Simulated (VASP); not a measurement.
Set up this calculation in VASP 6.6.1, as the native input.

```
Task                   : relaxation of cell and atoms
Functional             : PBE
Potentials or basis    : VASP PAW PBE potentials, release 64 (Sr_sv, Hf_pv, O)
Cutoff                 : 600 eV
k mesh                 : 4 × 4 × 4
Occupations            : gaussian, width 0.1 eV
Spin                   : no spin polarisation
Dipole correction      : no
Further INCAR settings : ALGO = Normal; EDIFF = 1e-07; IBRION = 2; EDIFFG = -0.04; NSW = 90; ISIF = 3
```

The structure of Sr4HfO lies in POSCAR:

```
Sr4HfO
1.0
    0.0000000000      4.3568304400      4.3568304400
    4.3568304400      0.0000000000      4.3568304400
    4.3568304400      4.3568304400      0.0000000000
Sr Hf O
4 1 1
Direct
    0.6249890000      0.6249890000      0.1250330100
    0.6249890000      0.6249890000      0.6249890000
    0.6249890000      0.1250330100      0.6249890000
    0.1250330100      0.6249890000      0.6249890000
    0.0000000000      0.0000000000      0.0000000000
    0.2500000000      0.2500000000      0.2500000000
```

The cell was built from a structure type or drawn by symmetry, and may not be a known phase.

One way to write it, as run:

INCAR

```
  PREC = Accurate
  ENCUT = 600
  EDIFF = 1E-7
  ISMEAR = 0
  SIGMA = 0.1
  LREAL = False
  LASPH = True
  NELM = 60
  ALGO = Normal
  ISIF = 3
  LWAVE = False
  LCHARG = False
  GGA = PE
  IBRION = 2
  NSW = 90
  EDIFFG = -0.04
```

KPOINTS

```
Automatic mesh
0
Gamma
  4 4 4
```

Potentials or basis: VASP PAW PBE potentials, release 64 (Sr_sv, Hf_pv, O).

The run is started by

```bash
$ cat potpaw_PBE.64/Sr_sv/POTCAR potpaw_PBE.64/Hf_pv/POTCAR potpaw_PBE.64/O/POTCAR > POTCAR
$ mpirun -np 1 vasp_std > vasp.out
```

It gave:

```yaml
Relaxed_volume: 39.47 Å³/atom
Relaxed_cell: a = 6.944 Å, b = 6.944 Å, c = 6.944 Å, α = 60.00°, β = 60.00°, γ = 60.00°
Space_group_after_relaxing_to_0.1_Å: F-43m (No. 216)
Energy_gained_by_relaxing: 250.3 meV/atom
Ionic_steps: 7
Pressure_after_relaxing: 0.0 GPa
Band_gap_on_the_k_mesh: zero (bands 28 and 29 overlap by 0.12 eV)
```

Caveat: the volume moved by over 15 % at a fixed basis, so the end points are rough; spin-orbit coupling is left out, which moves the levels of the heavy elements.

Run time: 12 min on 1 thread of Intel(R) Xeon(R) Platinum 8259CL CPU @ 2.50GHz (Skylake/Cascade Lake), on a shared host, peak memory 0.4 GiB.
